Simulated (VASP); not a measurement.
# WC (Fm-3m) in VASP: single point with r2SCAN+D3(BJ)

Aim: the single point of WC with r2SCAN+D3(BJ).

Everything below comes from runs of VASP 6.6.1. Logs are shortened: lines on timing, memory, paths and dates and some standing lists are left out, and cuts for length are marked.

## Step 1: The cell of the first run

It takes space group Fm-3m (No. 225, cubic). The conventional cell has a = 4.385 Å, b = 4.385 Å, c = 4.385 Å, α = 90.00°, β = 90.00°, γ = 90.00°. Within 2.9 Å of W (site symmetry m-3m) lie 6 C at 2.19 Å. Within 2.9 Å of C (site symmetry m-3m) lie 6 W at 2.19 Å.

## Step 2: Single point, r2SCAN+D3(BJ)

Input file POSCAR:

```
WC
1.0
    0.0000000000      2.1926840000      2.1926840000
    2.1926840000      0.0000000000      2.1926840000
    2.1926840000      2.1926840000      0.0000000000
W C
1 1
Direct
    0.0000000000      0.0000000000      0.0000000000
    0.5000000000      0.5000000000      0.5000000000
```

Input file INCAR.step1:

```
SYSTEM = WC
ALGO = Normal
EDIFF = 1E-5
ENCUT = 1430
GGA = PE
GGA_COMPAT = .False.
ISMEAR = 0
LASPH = .True.
LCHARG = .False.
LREAL = .False.
LWAVE = .True.
NBANDS = 16
NELM = 120
PREC = Accurate
SIGMA = 0.2
```

Input file INCAR.step2:

```
SYSTEM = WC
ALGO = Normal
EDIFF = 1E-6
ENCUT = 1430
GGA_COMPAT = .False.
ISIF = 2
ISMEAR = 0
ISTART = 1
IVDW = 12
LASPH = .True.
LCHARG = .True.
LELF = .True.
LMIXTAU = .True.
LREAL = .False.
LVHAR = .True.
LWAVE = .False.
METAGGA = R2SCAN
NBANDS = 16
NELM = 120
PREC = Accurate
SIGMA = 0.2
VDW_A1 = 0.49484001
VDW_A2 = 5.73083694
VDW_S6 = 1.0
VDW_S8 = 0.78981345
```

Input file KPOINTS:

```
k-points
0
Gamma
  11 11 11
  0 0 0
```

Potentials or basis: VASP PAW PBE potentials, release 64 (W_sv, C_h).

On the command line:

```bash
cat potpaw_PBE.64/W_sv/POTCAR potpaw_PBE.64/C_h/POTCAR > POTCAR
cp INCAR.step1 INCAR
mpirun -np 1 vasp_std > vasp.out
cp INCAR.step2 INCAR
mpirun -np 1 vasp_std > vasp.out
```

OUTCAR:

```text
SYSTEM = WC
   EDIFF = 1E-6
   ENCUT = 1430
   ISIF = 2
   ISMEAR = 0
   ISTART = 1
   IVDW = 12
   LASPH = .True.
   LREAL = .False.
   METAGGA = R2SCAN
   NELM = 120
   PREC = Accurate
 IVDW          = 12

 ion  position               nearest neighbor table
   1  0.000  0.000  0.000-   2 2.19   2 2.19   2 2.19   2 2.19   2 2.19   2 2.19
   2  0.500  0.500  0.500-   1 2.19   1 2.19   1 2.19   1 2.19   1 2.19   1 2.19

  LATTYP: Found a face centered cubic cell.
 ALAT       =     4.3853680000

  Lattice vectors:

 A1 = (   0.0000000000,   2.1926840000,   2.1926840000)
 A2 = (   2.1926840000,   0.0000000000,   2.1926840000)
 A3 = (   2.1926840000,   2.1926840000,   0.0000000000)

Analysis of symmetry for initial positions (statically):
=====================================================================
 Subroutine PRICEL returns:
 Original cell was already a primitive cell.

 Routine SETGRP: Setting up the symmetry group for a
 face centered cubic supercell.

 Subroutine GETGRP returns: Found 48 space group operations
 (whereof 48 operations were pure point group operations)
 out of a pool of 48 trial point group operations.

The static configuration has the point symmetry O_h .

Analysis of symmetry for dynamics (positions and initial velocities):
=====================================================================
 Subroutine PRICEL returns:
 Original cell was already a primitive cell.

 Routine SETGRP: Setting up the symmetry group for a
 face centered cubic supercell.

 Subroutine GETGRP returns: Found 48 space group operations
 (whereof 48 operations were pure point group operations)
 out of a pool of 48 trial point group operations.

The dynamic configuration has the point symmetry O_h .

 Subroutine INISYM returns: Found 48 space group operations
 (whereof 48 operations are pure point group operations),
 and found     1 'primitive' translations

----------------------------------------------------------------------------------------

                                     Primitive cell

  volume of cell :      21.0842

  direct lattice vectors                    reciprocal lattice vectors
     0.000000000  2.192684000  2.192684000    -0.228031034  0.228031034  0.228031034
     2.192684000  0.000000000  2.192684000     0.228031034 -0.228031034  0.228031034
     2.192684000  2.192684000  0.000000000     0.228031034  0.228031034 -0.228031034

  length of vectors
     3.100923451  3.100923451  3.100923451     0.394961337  0.394961337  0.394961337

  position of ions in fractional coordinates (direct lattice)
     0.000000000  0.000000000  0.000000000
     0.500000000  0.500000000  0.500000000

  ion indices of the primitive-cell ions
   primitive index   ion index
                 1           1
                 2           2

----------------------------------------------------------------------------------------

 KPOINTS: k-points

Automatic generation of k-mesh.
 Grid dimensions read from file:
 generate k-points for:   11   11   11

 Generating k-lattice:

  Cartesian coordinates                     Fractional coordinates (reciprocal lattice)
    -0.020730094  0.020730094  0.020730094     0.090909091  0.000000000  0.000000000
     0.020730094 -0.020730094  0.020730094     0.000000000  0.090909091  0.000000000
     0.020730094  0.020730094 -0.020730094     0.000000000  0.000000000  0.090909091

  Length of vectors
     0.035905576  0.035905576  0.035905576

  Shift w.r.t. Gamma in fractional coordinates (k-lattice)
     0.000000000  0.000000000  0.000000000

 Subroutine IBZKPT returns following result:
 ===========================================

 Found     56 irreducible k-points:

 Following reciprocal coordinates:
            Coordinates               Weight
  0.000000  0.000000  0.000000      1.000000
  0.090909  0.000000  0.000000      8.000000
  0.181818  0.000000  0.000000      8.000000
  0.272727  0.000000  0.000000      8.000000
  0.363636  0.000000  0.000000      8.000000
  0.454545  0.000000  0.000000      8.000000
[... 16 lines left out ...]
 -0.272727  0.181818  0.000000     24.000000
 -0.181818  0.181818  0.000000     12.000000
 [... further k-points ...]
   k-points           NKPTS =     56   k-points in BZ     NKDIM =     56   number of bands    NBANDS=     16
   number of dos      NEDOS =    301   number of ions     NIONS =      2
   total plane-waves  NPLWV =  64000
   dimension x,y,z NGX =    40 NGY =   40 NGZ =   40
   dimension x,y,z NGXF=    80 NGYF=   80 NGZF=   80
   ions per type =               1   1
   NGX,Y,Z   is equivalent  to a cutoff of  21.44, 21.44, 21.44 a.u.
   NGXF,Y,Z  is equivalent  to a cutoff of  42.89, 42.89, 42.89 a.u.
 SYSTEM =  WC
   PREC   = accura    normal or accurate (medium, high low for compatibility)
   ISTART =      1    job   : 0-new  1-cont  2-samecut
   ICHARG =      0    charge: 1-file 2-atom 10-const
   ISPIN  =      1    spin polarized calculation?
   LNONCOLLINEAR =      F non collinear calculations
   LSORBIT =      F    spin-orbit coupling
   LASPH  =      T    aspherical Exc in radial PAW
   ENCUT  = 1430.0 eV 105.10 Ry   10.25 a.u.   9.56  9.56  9.56*2*pi/ulx,y,z
   NELM   =    120;   NELMIN=  2; NELMDL=  0     # of ELM steps
   EDIFF  = 0.1E-05   stopping-criterion for ELM
   LREAL  =      F    real-space projection
   EDIFFG = 0.1E-04   stopping-criterion for IOM
   NSW    =      0    number of steps for IOM
   IBRION =     -1    ionic relax: 0-MD 1-quasi-New 2-CG
   NFREE  =      0    steps in history (QN), initial steepest desc. (CG)
   ISIF   =      2    stress and relaxation
   ISYM   =      2    0-nonsym 1-usesym 2-fastsym
   POTIM  = 0.5000    time-step for ionic-motion
   TEBEG  =    0.0;   TEEND  =   0.0 temperature during run
   PSTRESS=    0.0 pullay stress
   NELECT =      18.0000    total number of electrons
   NUPDOWN=      -1.0000    fix difference up-down
   EMIN   =  10.00;   EMAX   =-10.00  energy-range for DOS
   EFERMI =   0.00;   METHOD = LEGACY
   ISMEAR =     0;   SIGMA  =   0.20  broadening in eV -4-tet -1-fermi 0-gaus
   EFERMI_NEDOS =   21; number of points for ismear=-14 and -15
   IALGO  =     38    algorithm
   IMIX   =      4    mixing-type and parameters
     AMIX     =   0.40;   BMIX     =  1.00
     AMIX_MAG =   1.60;   BMIX_MAG =  1.00
  volume/ion in A,a.u.               =      10.54        71.14
  Fermi-wavevector in a.u.,A,eV,Ry     =   1.553029  2.934800 32.815887  2.411900
  Thomas-Fermi vector in A             =   2.657319
   LORBIT       =      0    0 simple, 1 ext, 2 COOP (PROOUT), +10 PAW based schemes
   METAGGA = R2SCAN    functional components
   LHFCALC =     F    Hartree Fock is set to
   AEXX    =    0.0000 exact exchange contribution
   IVDW    =    12    specifies the selected vdW correction
   LEPSILON=     F    determine dielectric tensor
   LRPA    =     F    only Hartree local field effects (RPA)
 non-spin polarized calculation
 Gauss-broadening in eV      SIGMA  =   0.20
  energy-cutoff  :     1430.00
  volume of cell :       21.08
 maximum number of plane-waves:      2637
   NGX = 19   NGY = 19   NGZ = 19

 number of electron      18.0000000 magnetization

 Free energy of the ion-electron system (eV)
  ---------------------------------------------------
  ext. energy  EPLUGINS =         0.00000000
  ---------------------------------------------------
  free energy    TOTEN  =       -60.63426875 eV

  energy without entropy =      -60.60748415  energy(sigma->0) =      -60.62087645

 E-fermi :  12.7466     XC(G=0): -14.8533

 val. band max:       12.7256040887   @ k =  -0.2727   0.4545   0.1818
 cond. band min:      12.7819871886   @ k =   0.4545   0.0909   0.0000
 fundamental gap:      0.0563830999
 Fermi energy:        12.7466442087

 k-point     1 :       0.0000    0.0000    0.0000
  band No.  band energies     occupation
      1     -64.7280      2.00000
      2     -28.0635      2.00000
      3     -28.0635      2.00000
      4     -28.0635      2.00000
      5      -3.9756      2.00000
      6       9.8922      2.00000
[... 8 lines left out ...]
     15      23.3271      0.00000
     16      36.5484      0.00000

 k-point     2 :       0.0909    0.0000    0.0000
  band No.  band energies     occupation
      1     -64.7247      2.00000
      2     -28.1152      2.00000
      3     -28.0689      2.00000
      4     -28.0689      2.00000
      5      -3.7375      2.00000
      6       9.0536      2.00000
[... 8 lines left out ...]
     15      23.8632      0.00000
     16      34.4370      0.00000

 k-point     3 :       0.1818    0.0000    0.0000
  band No.  band energies     occupation
      1     -64.7159      2.00000
      2     -28.2517      2.00000
      3     -28.0834      2.00000
      4     -28.0834      2.00000
      5      -3.0571      2.00000
      6       7.4842      2.00000
[... 8 lines left out ...]
     15      25.0976      0.00000
     16      31.7010      0.00000

 k-point     4 :       0.2727    0.0000    0.0000
  band No.  band energies     occupation
      1     -64.7043      2.00000
      2     -28.4262      2.00000
      3     -28.1022      2.00000
      4     -28.1022      2.00000
      5      -2.0291      2.00000
      6       5.7948      2.00000
[... 8 lines left out ...]
     15      25.8850      0.00000
     16      29.7234      0.00000
[... 324 lines left out ...]
 k-point    22 :      -0.3636    0.1818    0.0000
  band No.  band energies     occupation
      1     -64.6834      2.00000
      2     -28.5912      2.00000
      3     -28.2684      2.00000
      4     -28.1457      2.00000
      5      -0.1243      2.00000
      6       3.6007      2.00000
[... 8 lines left out ...]
     15      25.7353      0.00000
     16      26.7142      0.00000

 k-point    23 :      -0.2727    0.1818    0.0000
  band No.  band energies     occupation
      1     -64.6905      2.00000
      2     -28.5084      2.00000
      3     -28.2538      2.00000
      4     -28.1174      2.00000
      5      -0.8691      2.00000
      6       4.3696      2.00000
[... 8 lines left out ...]
     15      26.0019      0.00000
     16      26.7593      0.00000

 k-point    24 :      -0.1818    0.1818    0.0000
  band No.  band energies     occupation
      1     -64.7004      2.00000
      2     -28.4065      2.00000
      3     -28.2034      2.00000
      4     -28.0930      2.00000
      5      -1.7937      2.00000
      6       5.4943      2.00000
[... 8 lines left out ...]
     15      26.2088      0.00000
     16      27.1726      0.00000

 [... further k-points ...]

------------------------ aborting loop because EDIFF is reached ----------------------------------------

 Edisp (eV)   -0.42932

 E8    (eV) :    -0.1575

  FORCE on cell =-STRESS in cart. coord.  units (eV):
  Direction    XX          YY          ZZ          XY          YZ          ZX
  --------------------------------------------------------------------------------------
  -------------------------------------------------------------------------------------
  Total      -0.90218    -0.90218    -0.90218     0.00000     0.00000     0.00000
  in kB     -68.55616   -68.55616   -68.55616     0.00000     0.00000     0.00000
  external pressure =      -68.56 kB  Pullay stress =        0.00 kB

 VOLUME and BASIS-vectors are now :
 -----------------------------------------------------------------------------
  energy-cutoff  :     1430.00
  volume of cell :       21.08
      direct lattice vectors                 reciprocal lattice vectors
     0.000000000  2.192684000  2.192684000    -0.228031034  0.228031034  0.228031034
     2.192684000  0.000000000  2.192684000     0.228031034 -0.228031034  0.228031034
     2.192684000  2.192684000  0.000000000     0.228031034  0.228031034 -0.228031034

 POSITION                                       TOTAL-FORCE (eV/Angst)
 -----------------------------------------------------------------------------------
      0.00000      0.00000      0.00000        -0.000000      0.000000      0.000000
      2.19268      2.19268      2.19268         0.000000      0.000000      0.000000
 -----------------------------------------------------------------------------------
    total drift:                                0.000000     -0.000000     -0.000000

  FREE ENERGIE OF THE ION-ELECTRON SYSTEM (eV)
  ---------------------------------------------------
  free  energy   TOTEN  =       -61.0635921183 eV

  energy  without entropy=      -61.0368075154  energy(sigma->0) =      -61.05019982
```

Run time: 2 min. Hardware: 1 thread of Intel Xeon 6975P-C (Granite Rapids), shared host; peak memory 0.34 GiB.

What came out:

```
Free energy                : -61.0636 eV
Pressure                   : -6.9 GPa
Band gap on the k mesh     : zero (bands 9 and 10 overlap by 3.21 eV)
Dispersion energy per atom : -0.215 eV
```

Caveat: the cell stands under tension; the PAW data sets were made with another functional, which shifts forces and pressure a little; spin-orbit coupling is left out, which moves the levels of the heavy elements.

The gap in the log of VASP goes by the Fermi energy; the results here count the filled bands.